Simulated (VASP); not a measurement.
**WSe2: relaxation of the atoms with PBEsol**

WSe2, a slab with vacuum:

```
W Se
1.0
     3.27025    0.00000    0.00000
    -1.63513    2.83212    0.00000
     0.00000    0.00000   15.66154
W Se
1 2
Cartesian
  0.0000 0.0000 0.0000
  0.0000 1.8881 1.6381
  0.0000 1.8881 14.0234
```

This cell differs from its parent crystal: strain along c alone, the other axes held: -6.0 %.

- Program: VASP 6.6.1
- Task: relaxation of the atoms
- Functional: PBEsol
- Potentials or basis: VASP PAW PBE potentials, release 64 (W_sv, Se)
- Cutoff: 520 eV
- k mesh: 12 × 12 × 2
- Occupations: gaussian, width 0.02 eV
- Spin: no spin polarisation
- Dipole correction: no
- Further INCAR settings: ALGO = Normal; EDIFF = 1e-06; IBRION = 2; EDIFFG = -0.008; NSW = 60

* Energy gained by relaxing: 8.9 meV/atom
* Ionic steps: 3
* Band gap on the k mesh: 1.68 eV (least direct gap 1.70 eV)

The path:
```tsv
step	energy change (eV)	largest force (eV/Å)	pressure (GPa)
1	0.0000	0.7147	1.57
2	-0.0264	0.0634	0.18
3	-0.0267	0.0007	0.05
```

Final structure:
```cif
data_structure
_symmetry_space_group_name_H-M 'P 1'
_symmetry_Int_Tables_number 1
_cell_length_a 3.2703
_cell_length_b 3.2703
_cell_length_c 15.6615
_cell_angle_alpha 90.000
_cell_angle_beta 90.000
_cell_angle_gamma 120.000
_cell_volume 145.05
loop_
_atom_site_label
_atom_site_type_symbol
_atom_site_fract_x
_atom_site_fract_y
_atom_site_fract_z
_atom_site_occupancy
W1 W 0.00000 0.00000 0.00000 1
Se1 Se 0.33333 0.66667 0.10702 1
Se2 Se 0.33333 0.66667 0.89298 1
```

Levels at points of the mesh, in eV from the valence-band top:
```
           k point  band 10  band 11  band 12  band 13  band 14  band 15  band 16  band 17
(0.00, 0.00, 0.00)    -2.26    -1.16    -1.16    -0.43     3.06     3.06     3.25     3.25
(0.50, 0.00, 0.00)    -2.99    -2.19    -1.03    -0.84     2.53     2.85     3.75     4.45
(0.00, 0.00, 0.50)    -2.26    -1.16    -1.16    -0.43     3.06     3.06     3.25     3.25
(0.50, 0.00, 0.50)    -2.99    -2.19    -1.03    -0.84     2.53     2.85     3.75     4.45
```

It took 5.1 min on 1 thread of Oxide Virtual Turin-like Processor (shared host), peak memory 0.28 GiB.

Caveat: the cell differs from its parent crystal (strain along c alone, the other axes held: -6.0 %); the PAW data sets were made with another functional, which shifts forces and pressure a little; spin-orbit coupling is left out, which moves the levels of the heavy elements.
